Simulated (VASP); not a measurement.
# Li2S (Fm-3m) in VASP: G0W0 quasiparticle levels with PBE

Aim: the G0W0 quasiparticle levels of Li2S with PBE.

Program: VASP 6.6.1. These are calculated values, not measurements. Logs are shortened: lines on timing, memory, paths and dates and some standing lists are left out, and cuts for length are marked.

## (1) The cell of the first run

Symmetry: Fm-3m, No. 225, cubic system. The conventional cell has a = 5.691 Å, b = 5.691 Å, c = 5.691 Å, α = 90.00°, β = 90.00°, γ = 90.00°. Li (site symmetry -43m) has 4 S at 2.46 Å and 6 Li at 2.85 Å within 3.3 Å. S (site symmetry m-3m) has 8 Li at 2.46 Å within 3.3 Å.

## (2) G0W0 quasiparticle levels, PBE

Input file POSCAR:

```
Li2S
1.0
    0.0000000000      2.8452955568      2.8452955568
    2.8452955568      0.0000000000      2.8452955568
    2.8452955568      2.8452955568      0.0000000000
Li S
2 1
Direct
    0.7500000000      0.7500000000      0.7500000000
    0.2500000000      0.2500000000      0.2500000000
    0.0000000000      0.0000000000      0.0000000000
```

Input file INCAR.step1:

```
SYSTEM = Li2S
PREC     = Accurate       ! precision mode
ENCUT    = 500            ! plane-wave cutoff, eV
EDIFF    = 1E-8           ! SCF threshold, eV
ISMEAR   = 0              ! smearing method
SIGMA    = 0.01           ! smearing width, eV
LREAL    = .False.        ! projectors in reciprocal space
LASPH    = .True.         ! aspherical terms in the spheres
NELM     = 60             ! most SCF steps
ALGO     = Normal         ! electronic algorithm
LWAVE    = .True.         ! write WAVECAR
LCHARG   = .False.        ! write CHGCAR
GGA      = PE             ! functional
```

Input file INCAR.step2:

```
SYSTEM = Li2S
PREC     = Accurate       ! precision mode
ENCUT    = 500            ! plane-wave cutoff, eV
EDIFF    = 1E-8           ! SCF threshold, eV
ISMEAR   = 0              ! smearing method
SIGMA    = 0.01           ! smearing width, eV
LREAL    = .False.        ! projectors in reciprocal space
LASPH    = .True.         ! aspherical terms in the spheres
NELM     = 1              ! most SCF steps
ALGO     = Exact          ! electronic algorithm
LWAVE    = .True.         ! write WAVECAR
LCHARG   = .False.        ! write CHGCAR
GGA      = PE             ! functional
NBANDS   = 141            ! bands
LOPTICS  = .True.         ! frequency-dependent dielectric function
ISTART   = 1
```

Input file INCAR.step3:

```
SYSTEM = Li2S
PREC     = Accurate       ! precision mode
ENCUT    = 500            ! plane-wave cutoff, eV
EDIFF    = 1E-8           ! SCF threshold, eV
ISMEAR   = 0              ! smearing method
SIGMA    = 0.01           ! smearing width, eV
LREAL    = .False.        ! projectors in reciprocal space
LASPH    = .True.         ! aspherical terms in the spheres
ALGO     = EVGW0          ! electronic algorithm
LWAVE    = .False.        ! write WAVECAR
LCHARG   = .False.        ! write CHGCAR
GGA      = PE             ! functional
NELMGW   = 1            
NBANDS   = 141            ! bands
ENCUTGW  = 120.0          ! cutoff of the response function
NOMEGA   = 48             ! frequency points
PRECFOCK = Fast         
ISTART   = 1            
NBANDSGW = 12
```

Input file KPOINTS:

```
Automatic mesh
0
Gamma
  6 6 6
  0 0 0
```

Potentials or basis: VASP PAW PBE potentials, release 64 (Li_GW, S_GW).

Launch:

```bash
cat potpaw_PBE.64/Li_GW/POTCAR potpaw_PBE.64/S_GW/POTCAR > POTCAR
cp INCAR.step1 INCAR
mpirun -np 1 vasp_std > vasp.out
cp INCAR.step2 INCAR
mpirun -np 1 vasp_std > vasp.out
cp INCAR.step3 INCAR
mpirun -np 1 vasp_std > vasp.out
```

OUTCAR:

```text
SYSTEM = Li2S
   PREC = Accurate
   ENCUT = 500
   EDIFF = 1E-8
   ISMEAR = 0
   LREAL = .False.
   LASPH = .True.
   GGA = PE
   NELMGW = 1
   ENCUTGW = 120.0
   PRECFOCK = Fast
   ISTART = 1

 ion  position               nearest neighbor table
   1  0.750  0.750  0.750-   3 2.46   3 2.46   3 2.46   3 2.46   2 2.85   2 2.85   2 2.85   2 2.85
                             2 2.85   2 2.85
   2  0.250  0.250  0.250-   3 2.46   3 2.46   3 2.46   3 2.46   1 2.85   1 2.85   1 2.85   1 2.85
                             1 2.85   1 2.85
   3  0.000  0.000  0.000-   1 2.46   1 2.46   1 2.46   1 2.46   2 2.46   2 2.46   2 2.46   2 2.46

  LATTYP: Found a face centered cubic cell.
 ALAT       =     5.6905911136

  Lattice vectors:

 A1 = (   0.0000000000,   2.8452955568,   2.8452955568)
 A2 = (   2.8452955568,   0.0000000000,   2.8452955568)
 A3 = (   2.8452955568,   2.8452955568,   0.0000000000)

Analysis of symmetry for initial positions (statically):
=====================================================================
 Subroutine PRICEL returns:
 Original cell was already a primitive cell.

 Routine SETGRP: Setting up the symmetry group for a
 face centered cubic supercell.

 Subroutine GETGRP returns: Found 48 space group operations
 (whereof 48 operations were pure point group operations)
 out of a pool of 48 trial point group operations.

The static configuration has the point symmetry O_h .

Analysis of symmetry for dynamics (positions and initial velocities):
=====================================================================
 Subroutine PRICEL returns:
 Original cell was already a primitive cell.

 Routine SETGRP: Setting up the symmetry group for a
 face centered cubic supercell.

 Subroutine GETGRP returns: Found 48 space group operations
 (whereof 48 operations were pure point group operations)
 out of a pool of 48 trial point group operations.

The dynamic configuration has the point symmetry O_h .

 Subroutine INISYM returns: Found 48 space group operations
 (whereof 48 operations are pure point group operations),
 and found     1 'primitive' translations

----------------------------------------------------------------------------------------

                                     Primitive cell

  volume of cell :      46.0694

  direct lattice vectors                    reciprocal lattice vectors
     0.000000000  2.845295557  2.845295557    -0.175728669  0.175728669  0.175728669
     2.845295557  0.000000000  2.845295557     0.175728669 -0.175728669  0.175728669
     2.845295557  2.845295557  0.000000000     0.175728669  0.175728669 -0.175728669

  length of vectors
     4.023855565  4.023855565  4.023855565     0.304370982  0.304370982  0.304370982

  position of ions in fractional coordinates (direct lattice)
     0.750000000  0.750000000  0.750000000
     0.250000000  0.250000000  0.250000000
     0.000000000  0.000000000  0.000000000

  ion indices of the primitive-cell ions
   primitive index   ion index
                 1           1
                 2           2
                 3           3

----------------------------------------------------------------------------------------

 KPOINTS: Automatic mesh

Automatic generation of k-mesh.
 Grid dimensions read from file:
 generate k-points for:    6    6    6

 Generating k-lattice:

  Cartesian coordinates                     Fractional coordinates (reciprocal lattice)
    -0.029288111  0.029288111  0.029288111     0.166666667  0.000000000  0.000000000
     0.029288111 -0.029288111  0.029288111     0.000000000  0.166666667  0.000000000
     0.029288111  0.029288111 -0.029288111     0.000000000  0.000000000  0.166666667

  Length of vectors
     0.050728497  0.050728497  0.050728497

  Shift w.r.t. Gamma in fractional coordinates (k-lattice)
     0.000000000  0.000000000  0.000000000

 Subroutine IBZKPT returns following result:
 ===========================================

 Found     16 irreducible k-points:

 Following reciprocal coordinates:
            Coordinates               Weight
  0.000000  0.000000  0.000000      1.000000
  0.166667  0.000000  0.000000      8.000000
  0.333333  0.000000  0.000000      8.000000
  0.500000  0.000000  0.000000      4.000000
  0.166667  0.166667  0.000000      6.000000
  0.333333  0.166667  0.000000     24.000000
[... 8 lines left out ...]
 -0.333333  0.333333  0.166667     24.000000
 -0.333333  0.500000  0.166667     12.000000
   k-points           NKPTS =     16   k-points in BZ     NKDIM =    216   number of bands    NBANDS=    141
   number of dos      NEDOS =    301   number of ions     NIONS =      3
   total plane-waves  NPLWV =  27000
   dimension x,y,z NGX =    30 NGY =   30 NGZ =   30
   dimension x,y,z NGXF=    60 NGYF=   60 NGZF=   60
   ions per type =               2   1
   NGX,Y,Z   is equivalent  to a cutoff of  12.39, 12.39, 12.39 a.u.
   NGXF,Y,Z  is equivalent  to a cutoff of  24.79, 24.79, 24.79 a.u.
 SYSTEM =  Li2S
   PREC   = accura    normal or accurate (medium, high low for compatibility)
   ISTART =      1    job   : 0-new  1-cont  2-samecut
   ICHARG =      0    charge: 1-file 2-atom 10-const
   ISPIN  =      1    spin polarized calculation?
   LNONCOLLINEAR =      F non collinear calculations
   LSORBIT =      F    spin-orbit coupling
   LASPH  =      T    aspherical Exc in radial PAW
   ENCUT  =  500.0 eV  36.75 Ry    6.06 a.u.   7.34  7.34  7.34*2*pi/ulx,y,z
   NELM   =     60;   NELMIN=  2; NELMDL=  0     # of ELM steps
   EDIFF  = 0.1E-07   stopping-criterion for ELM
   LREAL  =      F    real-space projection
   EDIFFG = 0.1E-06   stopping-criterion for IOM
   NSW    =      0    number of steps for IOM
   IBRION =     -1    ionic relax: 0-MD 1-quasi-New 2-CG
   NFREE  =      0    steps in history (QN), initial steepest desc. (CG)
   ISIF   =      0    stress and relaxation
   ISYM   =      3    0-nonsym 1-usesym 2-fastsym
   POTIM  = 0.5000    time-step for ionic-motion
   TEBEG  =    0.0;   TEEND  =   0.0 temperature during run
   PSTRESS=    0.0 pullay stress
   NELECT =       8.0000    total number of electrons
   NUPDOWN=      -1.0000    fix difference up-down
   EMIN   =  10.00;   EMAX   =-10.00  energy-range for DOS
   EFERMI =   0.00;   METHOD = LEGACY
   ISMEAR =     0;   SIGMA  =   0.01  broadening in eV -4-tet -1-fermi 0-gaus
   EFERMI_NEDOS =   21; number of points for ismear=-14 and -15
   IALGO  =     38    algorithm
   IMIX   =      4    mixing-type and parameters
     AMIX     =   0.40;   BMIX     =  1.00
     AMIX_MAG =   1.60;   BMIX_MAG =  1.00
  volume/ion in A,a.u.               =      15.36       103.63
  Fermi-wavevector in a.u.,A,eV,Ry     =   0.913343  1.725969 11.349929  0.834196
  Thomas-Fermi vector in A             =   2.037844
   LORBIT       =      0    0 simple, 1 ext, 2 COOP (PROOUT), +10 PAW based schemes
   GGA     = PE    functional components
   LHFCALC =     T    Hartree Fock is set to
   PRECFOCK=fast      Normal, Fast or Accurate (Low or Medium for compatibility)
   ENCUT4O =  -1.0   cutoff for four orbital integrals eV
   NKREDX  =     1    reduce k-point grid by
   NKREDY  =     1    reduce k-point grid by
   NKREDZ  =     1    reduce k-point grid by
   AEXX    =    1.0000 exact exchange contribution
   HFSCREEN=    0.0000 screening length (either q_TF or 0.3 A-1)
   HFSCREENC=   0.0000 screening length for correlation (either q_TF or 0.3 A-1)
   ENCUTFOCK=  -1.0 apply spherical cutoff to Coloumb kernel
   IVDW    =     0    specifies the selected vdW correction
   LEPSILON=     F    determine dielectric tensor
   LRPA    =     F    only Hartree local field effects (RPA)
   LRPAFORCE           =     F    calculate RPA forces
   ENCUTGW             = 120.0    cutoff for response function in eV
   ENCUTGWSOFT         =  96.0    soft cutoff for Coulomb kernel in GW response function in eV
   ENCUTLF             =  -1.0    cutoff for local field effects
   NELMGW              =     1    number of iterations in solving QP/BSE equation
   NELMHF              =     1    number of iterations in the inner HF iteration
   NKREDLFX            =     1    NKREDLFY  =   1   NKREDLFZ  =   1
 non-spin polarized calculation
 Gauss-broadening in eV      SIGMA  =   0.01
  energy-cutoff  :      500.00
  volume of cell :       46.07
 maximum number of plane-waves:      1211
 NGX is ok and might be reduce to    30
  NGX = 18; NGY = 18; NGZ = 18
   NGX = 15   NGY = 15   NGZ = 15
 maximum number of plane-waves:       144
 NGX is ok and might be reduce to    18

 QP shifts <psi_nk| G(iteration)W_0 |psi_nk>: iteration 1
 for sc-GW calculations column KS-energies equals QP-energies in previous step
 and V_xc(KS)=  KS-energies - (<T + V_ion + V_H > + <T+V_H+V_ion>^1  + <V_x>^1)

 k-point   1 :       0.0000    0.0000    0.0000
  band No.  KS-energies  QP-energies   sigma(KS)   V_xc(KS)     V^pw_x(r,r')   Z            occupation Imag(sigma)

      1     -11.4751     -12.3415     -14.2408     -13.0209     -21.0046       0.7101       2.0000       1.4121
      2      -0.4264      -1.6079     -14.4194     -12.8852     -16.0044       0.7701       2.0000       0.0720
      3      -0.4264      -1.6079     -14.4194     -12.8852     -16.0044       0.7701       2.0000       0.0720
      4      -0.4264      -1.6079     -14.4194     -12.8852     -16.0044       0.7701       2.0000       0.0720
      5       3.8610       4.3528      -7.3357      -7.9455      -3.8677       0.8064       0.0000      -0.0679
      6       5.7963       6.6845      -7.1896      -8.2930      -3.6386       0.8049       0.0000      -0.0703
      7       5.7963       6.6845      -7.1896      -8.2930      -3.6386       0.8049       0.0000      -0.0703
      8       5.7963       6.6845      -7.1896      -8.2930      -3.6386       0.8049       0.0000      -0.0703
      9      10.6914      11.5619      -8.4480      -9.5743      -4.0787       0.7729       0.0000      -0.1733
     10      10.6914      11.5619      -8.4480      -9.5743      -4.0787       0.7729       0.0000      -0.1733
     11      12.0354      12.4219      -6.0889      -6.5993      -1.2814       0.7571       0.0000      -0.3389
     12      12.0354      12.4219      -6.0889      -6.5993      -1.2814       0.7571       0.0000      -0.3389

 k-point   2 :       0.1667    0.0000    0.0000
  band No.  KS-energies  QP-energies   sigma(KS)   V_xc(KS)     V^pw_x(r,r')   Z            occupation Imag(sigma)
[... 225 lines left out ...]
      1     -10.8939     -11.6298     -14.6502     -13.5915     -21.2616       0.6952       2.0000       1.2054
      2      -2.4402      -3.8552     -13.1079     -11.2204     -15.2804       0.7497       2.0000       0.0942
      3      -2.1150      -3.4198     -12.8269     -11.1033     -14.7682       0.7570       2.0000       0.0841
      4      -2.0670      -3.4127     -13.2326     -11.4482     -15.2555       0.7541       2.0000       0.0866
      5       4.2523       4.7509      -7.3623      -7.9811      -4.0525       0.8057       0.0000      -0.0666
      6       7.4900       8.3109      -7.7551      -8.7963      -3.8808       0.7884       0.0000      -0.0879
      7       7.9448       8.6819      -7.4939      -8.4437      -3.3125       0.7760       0.0000      -0.1148
      8       9.6180      10.5207      -8.3355      -9.5188      -3.9733       0.7629       0.0000      -0.1317
      9      11.0844      11.8044      -8.0988      -9.0723      -3.1710       0.7396       0.0000      -0.2476
     10      11.9995      12.7438      -8.2258      -9.2374      -3.1589       0.7358       0.0000      -0.3027
     11      12.0965      13.2501      -8.6477     -10.1642      -3.8917       0.7607       0.0000      -0.2196
     12      13.9044      14.9166      -8.9545     -10.2744      -3.8716       0.7669       0.0000      -0.3997
```

It took 14 min on 1 thread of Intel Xeon 6975P-C, shared host; peak memory 0.89 GiB.

Results:

```
Band gap on the k mesh, mean-field level : 3.39 eV, indirect (least direct gap 4.29 eV)
Quasiparticle gap                        : 5.01 eV
Least direct quasiparticle gap           : 5.96 eV
```

Levels at points of the mesh, in eV from the valence-band top:
```tsv
k point	band 1	band 2	band 3	band 4	band 5	band 6	band 7	band 8
(0.00, 0.00, 0.00)	-11.05	0.00	0.00	0.00	4.29	6.22	6.22	6.22
(0.50, 0.00, 0.00)	-10.61	-2.89	-0.51	-0.51	6.11	6.57	6.57	8.44
(0.50, 0.50, 0.00)	-10.48	-2.18	-1.43	-1.43	3.39	7.07	11.12	11.12
```

Caveat: bands, screening cutoff and mesh are small and nothing is extrapolated, so the quasiparticle values aren't converged.
